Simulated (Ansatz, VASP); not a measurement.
Two plane-wave programs on Ga2S

The input INCAR:

```
SYSTEM = Ga2S
  ALGO = Normal
  EDIFF = 1E-6
  ENCUT = 520
  GGA = PE
  ISIF = 2
  ISMEAR = 0
  LASPH = .True.
  LCHARG = .False.
  LREAL = .False.
  LWAVE = .False.
  NBANDS = 23
  NELM = 80
  PREC = Accurate
  SIGMA = 0.1
```

The input KPOINTS:

```
k-points
0
Gamma
  6 6 6
  0 0 0
```

File POSCAR:

```
Ga2S
1.0
    0.0000000000      3.0185750668      3.0185750668
    3.0185750668      0.0000000000      3.0185750668
    3.0185750668      3.0185750668      0.0000000000
Ga S
2 1
Direct
    0.2500000000      0.2500000000      0.2500000000
    0.7500000000      0.7500000000      0.7500000000
    0.0000000000      0.0000000000      0.0000000000
```

Input for Ansatz:

```yaml
crystal:
  lattice:
    - [0.0, 3.0185750668, 3.0185750668]
    - [3.0185750668, 0.0, 3.0185750668]
    - [3.0185750668, 3.0185750668, 0.0]
  atoms:
    - { symbol: Ga, position: [0.25, 0.25, 0.25] }
    - { symbol: Ga, position: [0.75, 0.75, 0.75] }
    - { symbol: S, position: [0.0, 0.0, 0.0] }
basis:
  ecutwfc: 420
kpoints:
  mp_grid: { grid: [6, 6, 6] }
hamiltonian:
  xc: pbe
scf:
  occupations: { method: gaussian, width: 0.1 }
  lower_state_search: "off"
output:
  forces: true
  stress: true
  eigenvalues: true
```

Alike in both runs: task single point; functional PBE; k mesh 6 × 6 × 6; occupations gaussian, width 0.1 eV; no spin polarisation.

|  | VASP | Ansatz |
| --- | --- | --- |
| version | VASP 6.6.1 | Ansatz 0.2.0 |
| potentials or method | VASP PAW PBE potentials, release 64 (Ga_d, S), cutoff 520 eV | scalar-relativistic, plane waves, PAW |
| valence electrons in the cell | 32 | 32 |

```csv
,VASP,Ansatz,Ansatz less VASP
gap on the k mesh at the Fermi level (eV),none,none,-
pressure (GPa),13.6,13.4,-0.16
```

A gap of «none» marks a metal or a gap that the smearing closes. The functional is the same, so the differences come from potentials, cutoffs and numerics.
